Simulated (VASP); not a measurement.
Here is a VASP 6.6.1 calculation.

The input INCAR:

```
SYSTEM = TePb
ALGO = Normal
EDIFF = 1E-7
EDIFFG = -0.01
ENCUT = 600
GGA = RE
IBRION = 2
ISIF = 3
ISMEAR = -1
LASPH = .True.
LCHARG = .False.
LREAL = .False.
LWAVE = .False.
NELM = 80
NSW = 60
PREC = Accurate
SIGMA = 0.05
```

File KPOINTS:

```
k-points
0
Gamma
  7 7 7
  0 0 0
```

POSCAR

```
TePb
1.0
    0.0000000000      3.2310000000      3.2310000000
    3.2310000000      0.0000000000      3.2310000000
    3.2310000000      3.2310000000      0.0000000000
Pb Te
1 1
Direct
    0.0000000000      0.0000000000      0.0000000000
    0.5000000000      0.5000000000      0.5000000000
```

Potentials or basis: VASP PAW PBE potentials, release 64 (Pb_d, Te).

Launch:

```console
$ cat potpaw_PBE.64/Pb_d/POTCAR potpaw_PBE.64/Te/POTCAR > POTCAR
$ mpirun -np 1 vasp_std > vasp.out
```

Problem. What does it give for the relaxed cell?

Solution. a = 4.686 Å, b = 4.686 Å, c = 4.686 Å, α = 60.00°, β = 60.00°, γ = 60.00°.

Problem. What does it give for the space group after relaxing (to 0.05 Å)?

Solution. Fm-3m (No. 225).

Final structure:
```cif
data_structure
_symmetry_space_group_name_H-M 'P 1'
_symmetry_Int_Tables_number 1
_cell_length_a 4.6862
_cell_length_b 4.6862
_cell_length_c 4.6862
_cell_angle_alpha 60.000
_cell_angle_beta 60.000
_cell_angle_gamma 60.000
_cell_volume 72.77
loop_
_atom_site_label
_atom_site_type_symbol
_atom_site_fract_x
_atom_site_fract_y
_atom_site_fract_z
_atom_site_occupancy
Pb1 Pb 0.00000 0.00000 0.00000 1
Te1 Te 0.50000 0.50000 0.50000 1
```
